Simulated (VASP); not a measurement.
# BeTe3 (P-42_1m) in VASP: a series of runs

BeTe3 is run at these levels: PBE; tasks: single point, relaxation of cell and atoms.

Everything below comes from runs of VASP 6.6.1. Logs are shortened: lines on timing, memory, paths and dates and some standing lists are left out, and cuts for length are marked.

**1. The cell of the first run**

Symmetry: P-42_1m, No. 113, tetragonal system. The conventional cell has a = 5.706 Å, b = 5.706 Å, c = 8.231 Å, α = 90.00°, β = 90.00°, γ = 90.00°. Within 3.2 Å of Be (site symmetry -4) lie 4 Te at 2.44 Å. Te (site symmetry m) has 2 Be at 2.44 Å and 1 Te at 2.79 Å within 3.2 Å. Te (site symmetry 2mm) has 2 Te at 2.79 Å within 3.7 Å.

**2. Single point, PBE**

Input file INCAR:

```
PREC = Accurate ; ENCUT = 520
EDIFF = 1E-6 ; ISMEAR = 0
SIGMA = 0.2 ; LREAL = F
LASPH = T ; NELM = 60
ALGO = Normal ; ISIF = 2
LWAVE = F ; LCHARG = F
GGA = PE ; NBANDS = 30
```

Input file KPOINTS:

```
Automatic mesh
0
Gamma
  3 3 3
```

Input file POSCAR:

```
BeTe3
1.0
    5.7064404960      0.0000000000      0.0000000000
    0.0000000000      5.7064404960      0.0000000000
    0.0000000000      0.0000000000      8.2308647115
Be Te
2 6
Direct
    0.0000000000      0.0000000000      0.0000000000
    0.5000000000      0.5000000000      0.0000000000
    0.7261357428      0.7738642572      0.8338723207
    0.2738642572      0.2261357428      0.8338723207
    0.7738642572      0.2738642572      0.1661276793
    0.2261357428      0.7261357428      0.1661276793
    0.5000000000      0.0000000000      0.3728394512
    0.0000000000      0.5000000000      0.6271605488
```

Potentials or basis: VASP PAW PBE potentials, release 64 (Be, Te).

Run with:

```bash
$ cat potpaw_PBE.64/Be/POTCAR potpaw_PBE.64/Te/POTCAR > POTCAR
$ mpirun -np 1 vasp_std > vasp.out
```

OUTCAR:

```text
PREC = Accurate
   ENCUT = 520
   EDIFF = 1E-6
   ISMEAR = 0
   LREAL = F
   LASPH = T
   NELM = 60
   ISIF = 2
   GGA = PE

 ion  position               nearest neighbor table
   1  0.000  0.000  0.000-   3 2.44   4 2.44   5 2.44   6 2.44
   2  0.500  0.500  0.000-   3 2.44   4 2.44   5 2.44   6 2.44
   3  0.726  0.774  0.834-   1 2.44   2 2.44   8 2.79   4 3.65
   4  0.274  0.226  0.834-   1 2.44   2 2.44   8 2.79   3 3.65
   5  0.774  0.274  0.166-   1 2.44   2 2.44   7 2.79   6 3.65
   6  0.226  0.726  0.166-   1 2.44   2 2.44   7 2.79   5 3.65
   7  0.500  0.000  0.373-   5 2.79   6 2.79
   8  0.000  0.500  0.627-   3 2.79   4 2.79

  LATTYP: Found a simple tetragonal cell.
 ALAT       =     5.7064404960
 C/A-ratio  =     1.4423815892

  Lattice vectors:

 A1 = (   5.7064404960,   0.0000000000,   0.0000000000)
 A2 = (   0.0000000000,   5.7064404960,   0.0000000000)
 A3 = (   0.0000000000,   0.0000000000,   8.2308647115)

Analysis of symmetry for initial positions (statically):
=====================================================================
 Subroutine PRICEL returns:
 Original cell was already a primitive cell.

 Routine SETGRP: Setting up the symmetry group for a
 simple tetragonal supercell.

 Subroutine GETGRP returns: Found  8 space group operations
 (whereof  4 operations were pure point group operations)
 out of a pool of 16 trial point group operations.

The static configuration has the point symmetry S_4 .
 The point group associated with its full space group is D_2d.

Analysis of symmetry for dynamics (positions and initial velocities):
=====================================================================
 Subroutine PRICEL returns:
 Original cell was already a primitive cell.

 Routine SETGRP: Setting up the symmetry group for a
 simple tetragonal supercell.

 Subroutine GETGRP returns: Found  8 space group operations
 (whereof  4 operations were pure point group operations)
 out of a pool of 16 trial point group operations.

The dynamic configuration has the point symmetry S_4 .
 The point group associated with its full space group is D_2d.

 Subroutine INISYM returns: Found  8 space group operations
 (whereof  4 operations are pure point group operations),
 and found     1 'primitive' translations

----------------------------------------------------------------------------------------

                                     Primitive cell

  volume of cell :     268.0255

  direct lattice vectors                    reciprocal lattice vectors
     5.706440496  0.000000000  0.000000000     0.175240590  0.000000000  0.000000000
     0.000000000  5.706440496  0.000000000     0.000000000  0.175240590  0.000000000
     0.000000000  0.000000000  8.230864712     0.000000000  0.000000000  0.121493918

  length of vectors
     5.706440496  5.706440496  8.230864712     0.175240590  0.175240590  0.121493918

  position of ions in fractional coordinates (direct lattice)
     0.000000000  0.000000000  0.000000000
     0.500000000  0.500000000  0.000000000
     0.726135743  0.773864257  0.833872321
     0.273864257  0.226135743  0.833872321
     0.773864257  0.273864257  0.166127679
     0.226135743  0.726135743  0.166127679
     0.500000000  0.000000000  0.372839451
     0.000000000  0.500000000  0.627160549

  ion indices of the primitive-cell ions
   primitive index   ion index
                 1           1
                 2           2
                 3           3
                 4           4
                 5           5
                 6           6
                 7           7
                 8           8

----------------------------------------------------------------------------------------

 KPOINTS: Automatic mesh

Automatic generation of k-mesh.
 Grid dimensions read from file:
 generate k-points for:    3    3    3

 Generating k-lattice:

  Cartesian coordinates                     Fractional coordinates (reciprocal lattice)
     0.058413530  0.000000000  0.000000000     0.333333333  0.000000000  0.000000000
     0.000000000  0.058413530  0.000000000     0.000000000  0.333333333  0.000000000
     0.000000000  0.000000000  0.040497973     0.000000000  0.000000000  0.333333333

  Length of vectors
     0.058413530  0.058413530  0.040497973

  Shift w.r.t. Gamma in fractional coordinates (k-lattice)
     0.000000000  0.000000000  0.000000000

 Subroutine IBZKPT returns following result:
 ===========================================

 Found      6 irreducible k-points:

 Following reciprocal coordinates:
            Coordinates               Weight
  0.000000  0.000000  0.000000      1.000000
  0.333333  0.000000  0.000000      4.000000
  0.333333  0.333333  0.000000      4.000000
  0.000000  0.000000  0.333333      2.000000
  0.333333  0.000000  0.333333      8.000000
  0.333333  0.333333  0.333333      8.000000
   k-points           NKPTS =      6   k-points in BZ     NKDIM =      6   number of bands    NBANDS=     30
   number of dos      NEDOS =    301   number of ions     NIONS =      8
   total plane-waves  NPLWV = 112896
   dimension x,y,z NGX =    42 NGY =   42 NGZ =   64
   dimension x,y,z NGXF=    84 NGYF=   84 NGZF=  128
   ions per type =               2   6
   NGX,Y,Z   is equivalent  to a cutoff of  12.24, 12.24, 12.93 a.u.
   NGXF,Y,Z  is equivalent  to a cutoff of  24.47, 24.47, 25.85 a.u.
 SYSTEM =  unknown system
   PREC   = accura    normal or accurate (medium, high low for compatibility)
   ISTART =      0    job   : 0-new  1-cont  2-samecut
   ICHARG =      2    charge: 1-file 2-atom 10-const
   ISPIN  =      1    spin polarized calculation?
   LNONCOLLINEAR =      F non collinear calculations
   LSORBIT =      F    spin-orbit coupling
   LASPH  =      T    aspherical Exc in radial PAW
   ENCUT  =  520.0 eV  38.22 Ry    6.18 a.u.  10.61 10.61 15.30*2*pi/ulx,y,z
   NELM   =     60;   NELMIN=  2; NELMDL= -5     # of ELM steps
   EDIFF  = 0.1E-05   stopping-criterion for ELM
   LREAL  =      F    real-space projection
   EDIFFG = 0.1E-04   stopping-criterion for IOM
   NSW    =      0    number of steps for IOM
   IBRION =     -1    ionic relax: 0-MD 1-quasi-New 2-CG
   NFREE  =      0    steps in history (QN), initial steepest desc. (CG)
   ISIF   =      2    stress and relaxation
   ISYM   =      2    0-nonsym 1-usesym 2-fastsym
   POTIM  = 0.5000    time-step for ionic-motion
   TEBEG  =    0.0;   TEEND  =   0.0 temperature during run
   PSTRESS=    0.0 pullay stress
   NELECT =      40.0000    total number of electrons
   NUPDOWN=      -1.0000    fix difference up-down
   EMIN   =  10.00;   EMAX   =-10.00  energy-range for DOS
   EFERMI =   0.00;   METHOD = LEGACY
   ISMEAR =     0;   SIGMA  =   0.20  broadening in eV -4-tet -1-fermi 0-gaus
   EFERMI_NEDOS =   21; number of points for ismear=-14 and -15
   IALGO  =     38    algorithm
   IMIX   =      4    mixing-type and parameters
     AMIX     =   0.40;   BMIX     =  1.00
     AMIX_MAG =   1.60;   BMIX_MAG =  1.00
  volume/ion in A,a.u.               =      33.50       226.09
  Fermi-wavevector in a.u.,A,eV,Ry     =   0.868366  1.640974 10.259603  0.754060
  Thomas-Fermi vector in A             =   1.987034
   LORBIT       =      0    0 simple, 1 ext, 2 COOP (PROOUT), +10 PAW based schemes
   GGA     = PE    functional components
   LHFCALC =     F    Hartree Fock is set to
   AEXX    =    0.0000 exact exchange contribution
   IVDW    =     0    specifies the selected vdW correction
   LEPSILON=     F    determine dielectric tensor
   LRPA    =     F    only Hartree local field effects (RPA)
 non-spin polarized calculation
 Gauss-broadening in eV      SIGMA  =   0.20
  energy-cutoff  :      520.00
  volume of cell :      268.03
 maximum number of plane-waves:      7233
 NGX is ok and might be reduce to    42
   NGX = 21   NGY = 21   NGZ = 31

 number of electron      40.0000001 magnetization

 Free energy of the ion-electron system (eV)
  ---------------------------------------------------
  ext. energy  EPLUGINS =         0.00000000
  ---------------------------------------------------
  free energy    TOTEN  =       -27.12262735 eV

  energy without entropy =      -27.11642868  energy(sigma->0) =      -27.11952802

 E-fermi :   3.8074     XC(G=0):  -8.1723

 val. band max:        3.5329380722   @ k =   0.0000   0.0000   0.3333
 cond. band min:       4.0188880844   @ k =   0.0000   0.0000   0.3333
 fundamental gap:      0.4859500121
 Fermi energy:         3.8074154121

 k-point     1 :       0.0000    0.0000    0.0000
  band No.  band energies     occupation
      1      -8.9448      2.00000
      2      -8.2926      2.00000
      3      -6.9298      2.00000
      4      -6.9298      2.00000
      5      -6.3400      2.00000
      6      -5.6854      2.00000
[... 22 lines left out ...]
     29       8.8220      0.00000
     30       9.0118      0.00000

 k-point     2 :       0.3333    0.0000    0.0000
  band No.  band energies     occupation
      1      -8.6788      2.00000
      2      -8.2702      2.00000
      3      -7.3619      2.00000
      4      -7.2691      2.00000
      5      -5.9418      2.00000
      6      -5.5890      2.00000
[... 22 lines left out ...]
     29       8.8026      0.00000
     30       8.8937      0.00000

 k-point     3 :       0.3333    0.3333    0.0000
  band No.  band energies     occupation
      1      -8.4975      2.00000
      2      -8.2653      2.00000
      3      -7.4561      2.00000
      4      -7.2960      2.00000
      5      -5.9816      2.00000
      6      -5.6772      2.00000
[... 22 lines left out ...]
     29       8.7447      0.00000
     30       8.8197      0.00000

 k-point     4 :       0.0000    0.0000    0.3333
  band No.  band energies     occupation
      1      -8.8683      2.00000
      2      -8.4190      2.00000
      3      -6.9294      2.00000
      4      -6.9294      2.00000
      5      -6.2900      2.00000
      6      -5.6425      2.00000
[... 22 lines left out ...]
     29       8.3890      0.00000
     30       8.7991      0.00000

 k-point     5 :       0.3333    0.0000    0.3333
  band No.  band energies     occupation
      1      -8.6181      2.00000
      2      -8.3309      2.00000
      3      -7.3743      2.00000
      4      -7.3115      2.00000
      5      -5.8860      2.00000
      6      -5.5623      2.00000
[... 22 lines left out ...]
     29       8.3365      0.00000
     30       8.8778      0.00000

 k-point     6 :       0.3333    0.3333    0.3333
  band No.  band energies     occupation
      1      -8.4599      2.00000
      2      -8.2893      2.00000
      3      -7.4897      2.00000
      4      -7.2951      2.00000
      5      -5.9729      2.00000
      6      -5.6748      2.00000
[... 22 lines left out ...]
     29       8.7007      0.00000
     30       9.0821      0.00000

------------------------ aborting loop because EDIFF is reached ----------------------------------------

  FORCE on cell =-STRESS in cart. coord.  units (eV):
  Direction    XX          YY          ZZ          XY          YZ          ZX
  --------------------------------------------------------------------------------------
  -------------------------------------------------------------------------------------
  Total        0.3497216      0.3497216      0.3072367      0.0000000      0.0000000      0.0000000
  in kB        2.0905328      2.0905328      1.8365708      0.0000000      0.0000000      0.0000000
  external PRESSURE =       2.0058788 kB  Pullay stress =       0.0000000 kB

 VOLUME and BASIS-vectors are now :
 -----------------------------------------------------------------------------
  energy-cutoff  :      520.00
  volume of cell :      268.03
      direct lattice vectors                 reciprocal lattice vectors
     5.706440496  0.000000000  0.000000000     0.175240590  0.000000000  0.000000000
     0.000000000  5.706440496  0.000000000     0.000000000  0.175240590  0.000000000
     0.000000000  0.000000000  8.230864712     0.000000000  0.000000000  0.121493918

 POSITION                                       TOTAL-FORCE (eV/Angst)
 -----------------------------------------------------------------------------------
      0.00000      0.00000      0.00000         0.000000      0.000000      0.000000
      2.85322      2.85322      0.00000         0.000000      0.000000      0.000000
      4.14365      4.41601      6.86349         0.016550     -0.016550     -0.081973
      1.56279      1.29043      6.86349        -0.016550      0.016550     -0.081973
      4.41601      1.56279      1.36737        -0.016550     -0.016550      0.081973
      1.29043      4.14365      1.36737         0.016550      0.016550      0.081973
      2.85322      0.00000      3.06879        -0.000000      0.000000     -0.035699
      0.00000      2.85322      5.16207         0.000000      0.000000      0.035699
 -----------------------------------------------------------------------------------
    total drift:                               -0.000000     -0.000000     -0.000000

  FREE ENERGIE OF THE ION-ELECTRON SYSTEM (eV)
  ---------------------------------------------------
  free  energy   TOTEN  =       -27.1226273498 eV

  energy  without entropy=      -27.1164286805  energy(sigma->0) =      -27.11952802
```

It took 44 s on 1 thread of Intel Xeon 6975P-C (Granite Rapids), shared host; peak memory 0.33 GiB.

What came out:

* Free energy: -27.1226 eV
* Pressure: 0.2 GPa
* Largest force: 0.085 eV/Å
* Band gap on the k mesh: 0.49 eV

Forces on the atoms (eV/Å):
```
Be   0.000  0.000  0.000
Be   0.000  0.000  0.000
Te   0.017 -0.017 -0.082
Te  -0.017  0.017 -0.082
Te  -0.017 -0.017  0.082
Te   0.017  0.017  0.082
Te   0.000  0.000 -0.036
Te   0.000  0.000  0.036
```

Caveat: semilocal functionals underestimate gaps, and a narrow one can read as zero; spin-orbit coupling is left out, which moves the levels of the heavy elements. A k mesh can miss the band edges.

(Part 1 of 2 ends here.)
